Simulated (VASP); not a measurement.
Wanted: the native input for a VASP 6.6.1 run.

```
Task                   : single point
Functional             : PBEsol
Potentials or basis    : VASP PAW PBE potentials, release 64 (H, F, Li_sv)
Cutoff                 : 520 eV
k mesh                 : 1 × 1 × 1, shifted
Occupations            : fermi-dirac, width 0.05 eV
Spin                   : no spin polarisation
Dipole correction      : no
Further INCAR settings : LREAL = Auto; ALGO = Normal; EDIFF = 1e-07; NBANDS = 108; ISYM = 0
```

The structure of Li27H20F7 lies in POSCAR:

```
Li27H20F7
1.0
    0.0000000000      5.9803110000      5.9803110000
    5.9803110000      0.0000000000      5.9803110000
    5.9803110000      5.9803110000      0.0000000000
H F Li
20 7 27
Direct
    0.4939070000      0.1687640000      0.1748130000
    0.1719730000      0.5015560000      0.4999030000
    0.5084210000      0.8315010000      0.1601080000
    0.5090930000      0.1639600000      0.8332020000
    0.8385410000      0.4955880000      0.4914420000
    0.1681000000      0.5045570000      0.1673560000
    0.5072810000      0.1700030000      0.4898210000
    0.8275590000      0.4893630000      0.1772430000
    0.1669210000      0.4996100000      0.8354760000
    0.8232260000      0.5082010000      0.8409830000
    0.4990660000      0.4990420000      0.1689440000
    0.1650780000      0.8372050000      0.4942430000
    0.4923780000      0.5089100000      0.8416470000
    0.1706850000      0.1644780000      0.1602440000
    0.8302800000      0.1692480000      0.1718640000
    0.1663400000      0.8359240000      0.1729700000
    0.1576300000      0.1623260000      0.8333870000
    0.8314950000      0.8434230000      0.1659800000
    0.8353870000      0.1691160000      0.8354960000
    0.8308150000      0.8357340000      0.8342660000
    0.4908330000      0.8377970000      0.8317220000
    0.4975970000      0.8386590000      0.4976420000
    0.1645340000      0.1679650000      0.4898020000
    0.8365150000      0.1568810000      0.5018730000
    0.8263110000      0.8348730000      0.4935500000
    0.5012950000      0.5088840000      0.4945530000
    0.1615240000      0.8315470000      0.8391910000
    0.9947280000      0.9970210000      0.0069340000
    0.6628130000      0.9969050000      0.0020890000
    0.0044710000      0.6670030000      0.9929280000
    0.9942500000      0.0110540000      0.6686380000
    0.3295640000      0.3399910000      0.3239430000
    0.6635160000      0.6676750000      0.0062530000
    0.6753270000      0.0030660000      0.6618430000
    0.9906680000      0.6754070000      0.6604440000
    0.6535450000      0.6724250000      0.6708440000
    0.0115990000      0.9945330000      0.3355700000
    0.3214630000      0.3471880000      0.0135150000
    0.6654950000      0.9961460000      0.3354970000
    0.9929670000      0.6744270000      0.3336270000
    0.3393010000      0.3218650000      0.6676980000
    0.6646840000      0.6739340000      0.3337250000
    0.9972270000      0.3336750000      0.9969970000
    0.3356760000      0.9954520000      0.3338020000
    0.6670570000      0.3369640000      0.0033810000
    0.9980820000      0.3302420000      0.6723920000
    0.3327410000      0.6654930000      0.3369790000
    0.6700940000      0.3261570000      0.6634840000
    0.3456540000      0.9843850000      0.9991020000
    0.0018640000      0.3352620000      0.3380150000
    0.3386950000      0.6648080000      0.0006140000
    0.3304660000      0.0018950000      0.6699490000
    0.6620620000      0.3407230000      0.3320890000
    0.3398150000      0.6768890000      0.6662930000
```

One way to write it, as run:

INCAR

```
SYSTEM = Li27H20F7
PREC = Accurate
ENCUT = 520
EDIFF = 1E-7
ISMEAR = -1
SIGMA = 0.05
LREAL = Auto
LASPH = .TRUE.
NELM = 60
ALGO = Normal
ISIF = 2
LWAVE = .FALSE.
LCHARG = .FALSE.
GGA = PS
ISYM = 0
NBANDS = 108
```

KPOINTS

```
Automatic mesh
0
Gamma
  1 1 1
  0.25 0.25 0.25
```

Potentials or basis: VASP PAW PBE potentials, release 64 (H, F, Li_sv).

The run is started by

```bash
$ cat potpaw_PBE.64/H/POTCAR potpaw_PBE.64/F/POTCAR potpaw_PBE.64/Li_sv/POTCAR > POTCAR
$ mpirun -np 1 vasp_std > vasp.out
```

It gave:

```yaml
Largest_force: 0.594 eV/Å
Band_gap_on_the_k_mesh: 4.85 eV, indirect (least direct gap 4.91 eV)
```

Caveat: the k points lie up to 0.91 Å⁻¹ apart; the PAW data sets were made with another functional, which shifts forces and pressure a little.

Wall time 9.3 min on 1 thread of Oxide Virtual Turin-like Processor, on a shared host, peak memory 0.56 GiB.
